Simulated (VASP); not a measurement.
The system is Se.

```
CELL_PARAMETERS angstrom
4.36620 0.00000 0.00000
-2.18310 3.78124 0.00000
0.00000 0.00000 4.95360
ATOMIC_POSITIONS crystal
Se 0.77460 0.77460 0.00000
Se 0.00000 0.22540 0.66667
Se 0.22540 0.00000 0.33333
```

```yaml
Program: VASP 6.6.1
Task: relaxation of cell and atoms
Functional: revPBE
Dispersion: D3(BJ)
Potentials_or_basis: VASP PAW PBE potentials, release 64 (Se)
Cutoff: 600 eV
k_mesh: 7 × 7 × 6
Occupations: fermi-dirac, width 0.05 eV
Spin: no spin polarisation
```

At the start: pressure 0.0 GPa; volume 27.26 Å³/atom.

How do energy, volume and symmetry change on relaxing?

Over 12 steps the energy falls by 47.1 meV/atom and the volume is 23.39 Å³/atom (-14.2 %); space group P3_121 (No. 152, to 0.05 Å).

Step by step:
```csv
step,energy change (eV),largest force (eV/Å),pressure (GPa),volume (Å³)
1,0.0000,0.4590,0.05,81.78
2,-0.0251,0.0784,-1.63,81.87
3,-0.0268,0.0415,-2.20,81.89
4,-0.0442,0.0354,-2.08,80.67
5,-0.0906,0.0040,-1.52,77.06
6,-0.1362,0.0872,0.84,70.06
7,-0.1403,0.0388,0.14,69.68
8,-0.1403,0.0396,0.13,69.68
9,-0.1407,0.0319,0.05,69.85
10,-0.1412,0.0149,-0.13,70.24
11,-0.1412,0.0174,0.08,70.10
12,-0.1412,0.0043,0.00,70.16
```

Final structure:
```yaml
crystal:
  lattice:
    - [3.96869, 0.00000, 0.00000]
    - [-1.98435, 3.43699, 0.00000]
    - [0.00000, 0.00000, 5.14356]
  atoms:
    - { symbol: Se, position: [0.74525, 0.74525, 0.00000] }
    - { symbol: Se, position: [0.00000, 0.25475, 0.66667] }
    - { symbol: Se, position: [0.25475, 0.00000, 0.33333] }
```

Caveat: the PAW data sets were made with another functional, which shifts forces and pressure a little; the volume moved by -14 % from the deposited cell, more than functionals usually miss.
